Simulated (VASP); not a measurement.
Set up this calculation in VASP 6.6.1, as the native input.

| Property | Result |
| --- | --- |
| Task | single point |
| Functional | PBEsol |
| Potentials or basis | VASP PAW PBE potentials, release 64 (C) |
| Cutoff | 520 eV |
| k mesh | 24 × 24 × 8 |
| Occupations | gaussian, width 0.1 eV |
| Spin | no spin polarisation |
| Dipole correction | no |
| Further INCAR settings | ALGO = Normal; EDIFF = 1e-06; NBANDS = 16 |

The structure of C lies in POSCAR:

```
C
1.0
    2.4588789919      0.0000000000      0.0000000000
   -1.2294394960      2.1294516718      0.0000000000
    0.0000000000      0.0000000000      7.3070043978
C
4
Direct
    0.0000000000      0.0000000000      0.2500000000
    0.0000000000      0.0000000000      0.7500000000
    0.3333333333      0.6666666667      0.2500000000
    0.6666666667      0.3333333333      0.7500000000
```

One way to write it, as run:

INCAR

```
SYSTEM = C
PREC     = Accurate       ! precision mode
ENCUT    = 520            ! plane-wave cutoff, eV
EDIFF    = 1E-6           ! SCF threshold, eV
ISMEAR   = 0              ! smearing method
SIGMA    = 0.1            ! smearing width, eV
LREAL    = .FALSE.        ! projectors in reciprocal space
LASPH    = .TRUE.         ! aspherical terms in the spheres
NELM     = 60             ! most SCF steps
ALGO     = Normal         ! electronic algorithm
ISIF     = 2              ! what is computed and relaxed
LWAVE    = .FALSE.        ! write WAVECAR
LCHARG   = .FALSE.        ! write CHGCAR
GGA      = PS             ! functional
NBANDS   = 16             ! bands
```

KPOINTS

```
regular mesh
0
G
  24 24 8
  0 0 0
```

Potentials or basis: VASP PAW PBE potentials, release 64 (C).

Launch:

```console
$ cat potpaw_PBE.64/C/POTCAR > POTCAR
$ mpirun -np 1 vasp_std > vasp.out
```

Results of the run:

```json
{
  "Pressure": "0.6 GPa",
  "Band gap on the k mesh": "zero (band 8 reaches 3.93 eV, above the bottom of band 9 at 3.92 eV)"
}
```

Caveat: the PAW data sets were made with another functional, which shifts forces and pressure a little; this functional lacks dispersion, which binds the layers, so the pressure and a relaxed spacing across them are unreliable.

Wall time 91 s on 1 thread of AMD EPYC 7R13 Processor (Zen 3), on a shared host, peak memory 0.21 GiB.
